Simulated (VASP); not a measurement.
# WSe2 (Amm2) in VASP: notebook

WSe2 is run at these levels: PBE+D3(BJ); tasks: single point.

Everything below comes from runs of VASP 6.6.1. Logs are shortened: lines on timing, memory, paths and dates and some standing lists are left out, and cuts for length are marked.

## (1) The cell of the first run

Symmetry: Amm2, No. 38, orthorhombic system. Conventional cell: a = 7.006 Å, b = 2.951 Å, c = 6.247 Å, α = 90.00°, β = 90.00°, γ = 90.00°. W (site symmetry mm2) has 6 Se at 2.47 to 2.68 Å and 2 W at 2.95 Å within 3.3 Å. Se (site symmetry m) has 3 W at 2.47 to 2.68 Å and 8 Se at 2.95 to 3.64 Å within 3.7 Å.

## (2) Single point, PBE+D3(BJ)

The input, INCAR:

```
ALGO = Normal ; EDIFF = 1E-7
ENCUT = 520 ; GGA = PE
ISIF = 2 ; ISMEAR = 0
IVDW = 12 ; LASPH = True
LCHARG = False ; LREAL = False
LWAVE = False ; NBANDS = 20
NELM = 100 ; PREC = Accurate
SIGMA = 0.05
```

The input, KPOINTS:

```
k-points
0
Gamma
  9 9 4
```

The input, POSCAR:

```
WSe2
1.0
    2.9510869442      0.0000000000      0.0000000000
   -1.4755434721      3.1236532097      0.0000000000
    0.0000000000      0.0000000000      7.0056191088
W Se
1 2
Direct
    0.0000000000      0.0000000000      0.0000000000
    0.3333333333      0.6666666667      0.2405528385
    0.3333333333      0.6666666667      0.7594471615
```

Potentials or basis: VASP PAW PBE potentials, release 64 (W_sv, Se).

Command:

```
> cat potpaw_PBE.64/W_sv/POTCAR potpaw_PBE.64/Se/POTCAR > POTCAR
> mpirun -np 1 vasp_std > vasp.out
```

OUTCAR:

```text
EDIFF = 1E-7
   ENCUT = 520
   GGA = PE
   ISIF = 2
   ISMEAR = 0
   IVDW = 12
   LASPH = True
   LREAL = False
   NELM = 100
   PREC = Accurate
 IVDW          = 12

 ion  position               nearest neighbor table
   1  0.000  0.000  0.000-   2 2.47   3 2.47   2 2.47   3 2.47   2 2.68   3 2.68
   2  0.333  0.667  0.241-   1 2.47   1 2.47   1 2.68
   3  0.333  0.667  0.759-   1 2.47   1 2.47   1 2.68

  LATTYP: Found a base centered orthorhombic cell.
 ALAT       =     2.9510869442
 B/A-ratio  =     2.1169509871
 C/A-ratio  =     2.3739114575

  Lattice vectors:

 A1 = (   1.4755434721,  -3.1236532097,   0.0000000000)
 A2 = (   1.4755434721,   3.1236532097,   0.0000000000)
 A3 = (   0.0000000000,   0.0000000000,   7.0056191088)

Analysis of symmetry for initial positions (statically):
=====================================================================
 Subroutine PRICEL returns:
 Original cell was already a primitive cell.

 Routine SETGRP: Setting up the symmetry group for a
 base centered orthorhombic supercell.

 Subroutine GETGRP returns: Found  4 space group operations
 (whereof  4 operations were pure point group operations)
 out of a pool of  8 trial point group operations.

The static configuration has the point symmetry C_2v.

Analysis of symmetry for dynamics (positions and initial velocities):
=====================================================================
 Subroutine PRICEL returns:
 Original cell was already a primitive cell.

 Routine SETGRP: Setting up the symmetry group for a
 base centered orthorhombic supercell.

 Subroutine GETGRP returns: Found  4 space group operations
 (whereof  4 operations were pure point group operations)
 out of a pool of  8 trial point group operations.

The dynamic configuration has the point symmetry C_2v.

 Subroutine INISYM returns: Found  4 space group operations
 (whereof  4 operations are pure point group operations),
 and found     1 'primitive' translations

----------------------------------------------------------------------------------------

                                     Primitive cell

  volume of cell :      64.5790

[... 84 lines left out ...]
   ISPIN  =      1    spin polarized calculation?
   LNONCOLLINEAR =      F non collinear calculations
   LSORBIT =      F    spin-orbit coupling
   LASPH  =      T    aspherical Exc in radial PAW
   ENCUT  =  520.0 eV  38.22 Ry    6.18 a.u.   5.49  6.42 13.03*2*pi/ulx,y,z
   NELM   =    100;   NELMIN=  2; NELMDL= -5     # of ELM steps
   EDIFF  = 0.1E-06   stopping-criterion for ELM
   LREAL  =      F    real-space projection
   EDIFFG = 0.1E-05   stopping-criterion for IOM
   NSW    =      0    number of steps for IOM
   IBRION =     -1    ionic relax: 0-MD 1-quasi-New 2-CG
   NFREE  =      0    steps in history (QN), initial steepest desc. (CG)
   ISIF   =      2    stress and relaxation
   ISYM   =      2    0-nonsym 1-usesym 2-fastsym
   POTIM  = 0.5000    time-step for ionic-motion
   TEBEG  =    0.0;   TEEND  =   0.0 temperature during run
   PSTRESS=    0.0 pullay stress
   NELECT =      26.0000    total number of electrons
   NUPDOWN=      -1.0000    fix difference up-down
   EMIN   =  10.00;   EMAX   =-10.00  energy-range for DOS
   EFERMI =   0.00;   METHOD = LEGACY
   ISMEAR =     0;   SIGMA  =   0.05  broadening in eV -4-tet -1-fermi 0-gaus
   EFERMI_NEDOS =   21; number of points for ismear=-14 and -15
   IALGO  =     38    algorithm
   IMIX   =      4    mixing-type and parameters
     AMIX     =   0.40;   BMIX     =  1.00
     AMIX_MAG =   1.60;   BMIX_MAG =  1.00
  volume/ion in A,a.u.               =      21.53       145.27
  Fermi-wavevector in a.u.,A,eV,Ry     =   1.208840  2.284376 19.882115  1.461294
  Thomas-Fermi vector in A             =   2.344436
   LORBIT       =      0    0 simple, 1 ext, 2 COOP (PROOUT), +10 PAW based schemes
   GGA     = PE    functional components
   LHFCALC =     F    Hartree Fock is set to
   AEXX    =    0.0000 exact exchange contribution
   IVDW    =    12    specifies the selected vdW correction
   LEPSILON=     F    determine dielectric tensor
   LRPA    =     F    only Hartree local field effects (RPA)
 non-spin polarized calculation
 Gauss-broadening in eV      SIGMA  =   0.05
  energy-cutoff  :      520.00
  volume of cell :       64.58
 maximum number of plane-waves:      1769
 NGX is ok and might be reduce to    24
   NGX = 11   NGY = 13   NGZ = 27

 number of electron      26.0000004 magnetization

 Free energy of the ion-electron system (eV)
  ---------------------------------------------------
  ext. energy  EPLUGINS =         0.00000000
  ---------------------------------------------------
  free energy    TOTEN  =       -20.80353610 eV

  energy without entropy =      -20.80353610  energy(sigma->0) =      -20.80353610

 E-fermi :   6.2185     XC(G=0): -10.2526

 val. band max:        6.0119394208   @ k =   0.0000   0.4444   0.5000
 cond. band min:       6.5211402357   @ k =   0.0000   0.2222   0.0000
 fundamental gap:      0.5092008149
 Fermi energy:         6.2184971042

 k-point     1 :       0.0000    0.0000    0.0000
  band No.  band energies     occupation
      1     -68.5299      2.00000
      2     -32.8717      2.00000
      3     -32.8266      2.00000
      4     -32.3792      2.00000
      5      -9.6838      2.00000
      6      -8.3505      2.00000
[... 541 lines left out ...]
     19      12.1287      0.00000
     20      14.2840      0.00000

 [... further k-points ...]

------------------------ aborting loop because EDIFF is reached ----------------------------------------

 Edisp (eV)   -1.30922

 E8    (eV) :    -0.5839

  FORCE on cell =-STRESS in cart. coord.  units (eV):
  Direction    XX          YY          ZZ          XY          YZ          ZX
  --------------------------------------------------------------------------------------
  -------------------------------------------------------------------------------------
  Total      10.35029    -4.55869     0.39091     0.00000     0.00000     0.00000
  in kB     256.78637  -113.09921     9.69838     0.00000     0.00000     0.00000
  external pressure =       51.13 kB  Pullay stress =        0.00 kB

 VOLUME and BASIS-vectors are now :
 -----------------------------------------------------------------------------
  energy-cutoff  :      520.00
  volume of cell :       64.58
      direct lattice vectors                 reciprocal lattice vectors
     2.951086944  0.000000000  0.000000000     0.338858197  0.160068985  0.000000000
    -1.475543472  3.123653210  0.000000000     0.000000000  0.320137971  0.000000000
     0.000000000  0.000000000  7.005619109     0.000000000  0.000000000  0.142742559

 POSITION                                       TOTAL-FORCE (eV/Angst)
 -----------------------------------------------------------------------------------
      0.00000      0.00000      0.00000        -0.000000      1.067026      0.000000
     -0.00000      2.08244      1.68522         0.000000     -0.533513      0.139301
     -0.00000      2.08244      5.32040         0.000000     -0.533513     -0.139301
 -----------------------------------------------------------------------------------
    total drift:                                0.000000     -0.000000     -0.000000

  FREE ENERGIE OF THE ION-ELECTRON SYSTEM (eV)
  ---------------------------------------------------
  free  energy   TOTEN  =       -22.1127560000 eV

  energy  without entropy=      -22.1127560000  energy(sigma->0) =      -22.11275600
```

Run time: 40 s. Hardware: 1 thread of AMD EPYC 9R45 (Zen 5), shared host; peak memory 0.22 GiB.

What came out:

- Free energy: -22.1128 eV
- Pressure: 5.1 GPa
- Largest force: 1.067 eV/Å
- Band gap on the k mesh: 0.51 eV (least direct gap 1.33 eV)
- Dispersion energy per atom: -0.436 eV

Forces on the atoms (eV/Å):
```
W    0.000  1.067  0.000
Se   0.000 -0.534  0.139
Se   0.000 -0.534 -0.139
```

Caveat: the cell differs from its parent crystal (strain +e along x and -e along y -0.1000, strain +e along z and -e/2 along x and y +0.0000); the stress differs along the axes, from -11 to 26 GPa; spin-orbit coupling is left out, which moves the levels of the heavy elements; forces of over 1 eV/Å act on the atoms, so gaps and moduli don't describe the material at rest.

## (3) Single point, PBE+D3(BJ)

The input, INCAR:

```
  ALGO = Normal
  EDIFF = 1E-6
  ENCUT = 520
  GGA = PE
  ISIF = 2
  ISMEAR = 0
  IVDW = 12
  LASPH = True
  LCHARG = False
  LREAL = False
  LWAVE = False
  NBANDS = 20
  NELM = 60
  PREC = Accurate
  SIGMA = 0.05
```

KPOINTS is that of step 2.

The input, POSCAR:

```
WSe2
1.0
    3.0768360379      0.0000000000      0.0000000000
   -1.5384180190      2.9485866457      0.0000000000
    0.0000000000      0.0000000000      7.1688500340
W Se
1 2
Direct
    0.0000000000      0.0000000000      0.0000000000
    0.3333333333      0.6666666667      0.2405528385
    0.3333333333      0.6666666667      0.7594471615
```

Potentials or basis: VASP PAW PBE potentials, release 64 (W_sv, Se).

Command:

```
> cat potpaw_PBE.64/W_sv/POTCAR potpaw_PBE.64/Se/POTCAR > POTCAR
> mpirun -np 1 vasp_std > vasp.out
```

Run time: 36 s. Hardware: 1 thread of AMD EPYC 9R45 (Zen 5), shared host; peak memory 0.22 GiB.

Results (log left out):

```yaml
Free_energy: -22.6336 eV
Pressure: 1.1 GPa
Largest_force: 0.558 eV/Å
Band_gap_on_the_k_mesh: 1.11 eV (least direct gap 1.80 eV)
Dispersion_energy_per_atom: -0.434 eV
```

Forces on the atoms (eV/Å):
```
W    0.000  0.558  0.000
Se   0.000 -0.279 -0.310
Se   0.000 -0.279  0.310
```

Stress tensor (GPa, compression positive):
```
12.81  0.00  0.00
 0.00 -6.19  0.00
 0.00  0.00 -3.38
```

Levels at points of the mesh, in eV from the valence-band top:
| k point | band 10 | band 11 | band 12 | band 13 | band 14 | band 15 | band 16 | band 17 |
| --- | --- | --- | --- | --- | --- | --- | --- | --- |
| (0.00, 0.00, 0.00) | -1.51 | -1.27 | -1.22 | -0.72 | 2.49 | 2.49 | 3.53 | 3.56 |
| (0.00, 0.00, 0.50) | -1.50 | -1.37 | -0.73 | -0.39 | 2.41 | 2.63 | 3.48 | 3.63 |

Caveat: the cell differs from its parent crystal (strain +e along x and -e along y -0.0500, strain +e along z and -e/2 along x and y +0.0233); the stress differs along the axes, from -6 to 13 GPa; spin-orbit coupling is left out, which moves the levels of the heavy elements. A k mesh can miss the band edges.
